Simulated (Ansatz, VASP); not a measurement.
# FeO in VASP and in Ansatz

```
Fe O
1.0
     0.00000    2.19851    2.15540
     2.19851    0.00000    2.15540
     2.19851    2.19851    0.00000
Fe O
1 1
Cartesian
  0.0000 0.0000 0.0000
  2.1985 2.1985 2.1554
```

Alike in both runs: task single point; functional PBEsol; k mesh 9 × 9 × 9; occupations fermi-dirac, width 0.05 eV; collinear spin.

```csv
,VASP,Ansatz
version,VASP 6.6.1,Ansatz 0.2.0
potentials or method,"VASP PAW PBE potentials, release 64 (Fe_sv, O)",Ansatz PAW
plane-wave cutoff (eV),600,420
valence electrons in the cell,22,22
```

Ansatz gave:

* gap on the k mesh at the Fermi level (eV): none
* pressure (GPa): -14.5
* traceless stress, the component that is largest in VASP (GPa): 0.87
* net moment per atom (μB): 2.00
* size of the moment on the site where the two differ most (μB): 3.44

Estimate VASP's values.

gap on the k mesh at the Fermi level (eV): none; pressure (GPa): -16.7; traceless stress, the component that is largest in VASP (GPa): 0.83; net moment per atom (μB): 2.00; size of the moment on the site where the two differ most (μB): 3.47.

VASP's potentials were made for PBE, not for PBEsol. Site moments also hang on the region over which each program counts them. A gap of «none» marks a metal or a gap that the smearing closes. With one functional, cell and mesh, what is left measures potentials, basis and numerics.
